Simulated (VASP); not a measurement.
LiH2, 6 atoms in the cell. It takes space group Fddd (No. 70, orthorhombic). Conventional cell: a = 5.220 Å, b = 6.280 Å, c = 7.940 Å, α = 90.00°, β = 90.00°, γ = 90.00°. Within 3.2 Å of Li (site symmetry 222) lie 12 H at 2.33 to 3.15 Å and 4 Li at 2.85 Å. H (site symmetry -1) has 6 H at 2.04 to 2.53 Å and 4 Li at 2.33 to 2.64 Å within 2.7 Å. The cell was generated, and may not be a known phase.

| Quantity | Value |
| --- | --- |
| Program | VASP 6.6.1 |
| Task | relaxation of cell and atoms |
| Functional | PBE |
| Potentials or basis | VASP PAW PBE potentials, release 64 (Li_sv, H_h) |
| Cutoff | 1230 eV |
| k mesh | 6 × 6 × 6 |
| Occupations | gaussian, width 0.1 eV |
| Spin | no spin polarisation |
| Dipole correction | no |
| Further INCAR settings | ALGO = Normal; EDIFF = 1e-07; IBRION = 2; EDIFFG = -0.04; NSW = 90; ISIF = 3 |

Potentials or basis: VASP PAW PBE potentials, release 64 (Li_sv, H_h).

The run is started by

```bash
$ cat potpaw_PBE.64/Li_sv/POTCAR potpaw_PBE.64/H_h/POTCAR > POTCAR
$ mpirun -np 1 vasp_std > vasp.out
```

Hardware: 1 thread of Intel(R) Xeon(R) Platinum 8259CL CPU @ 2.50GHz (Skylake/Cascade Lake), with other jobs on the host.

Question: How long does it take, and how much memory?

Answer: Run time: 12 min on 1 thread of Intel(R) Xeon(R) Platinum 8259CL CPU @ 2.50GHz (Skylake/Cascade Lake) (shared host), peak memory 0.47 GiB. Counts: scf iterations 100, k points 46, ion steps 11.
